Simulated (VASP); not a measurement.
Wanted: the native input for a VASP 6.6.1 run.

```yaml
Task: single point
Functional: PBE
Potentials_or_basis: VASP PAW PBE potentials, release 64 (Pb_d, I)
Cutoff: 500 eV
k_mesh: 6 × 6 × 4
Occupations: gaussian, width 0.01 eV
Spin: no spin polarisation
Dipole_correction: no
Further_INCAR_settings: ALGO = Normal; EDIFF = 1e-06; NBANDS = 21
```

The structure of PbI2 lies in POSCAR:

```
PbI2
1.0
    4.5657260562      0.0000000000      0.0000000000
   -2.2828630281      3.9540347514      0.0000000000
    0.0000000000      0.0000000000      7.0410821251
Pb I
1 2
Direct
    0.0000000000      0.0000000000      0.0000000000
    0.3333333333      0.6666666667      0.2667794127
    0.6666666667      0.3333333333      0.7332205873
```

The input as run:

INCAR

```
SYSTEM = PbI2
PREC = Accurate
ENCUT = 500
EDIFF = 1E-6
ISMEAR = 0
SIGMA = 0.01
LREAL = .False.
LASPH = .True.
NELM = 120
ALGO = Normal
ISIF = 2
LWAVE = .False.
LCHARG = .False.
GGA = PE
NBANDS = 21
GGA_COMPAT = .False.
```

KPOINTS

```
Automatic mesh
0
Gamma
  6 6 4
  0 0 0
```

Potentials or basis: VASP PAW PBE potentials, release 64 (Pb_d, I).

Command:

```sh
$ cat potpaw_PBE.64/Pb_d/POTCAR potpaw_PBE.64/I/POTCAR > POTCAR
$ mpirun -np 1 vasp_std > vasp.out
```

Results of the run:

The pressure is 1.2 GPa and the largest force is 0.046 eV/Å. The band gap on the k mesh is 2.23 eV.

Caveat: spin-orbit coupling is left out, which moves the levels of the heavy elements; this functional lacks dispersion, which binds layers or chains, so the pressure and a relaxed spacing across them are unreliable.

Wall time 24 s on 1 thread of Intel(R) Xeon(R) 6975P-C (Granite Rapids), with other jobs on the host, peak memory 0.26 GiB.
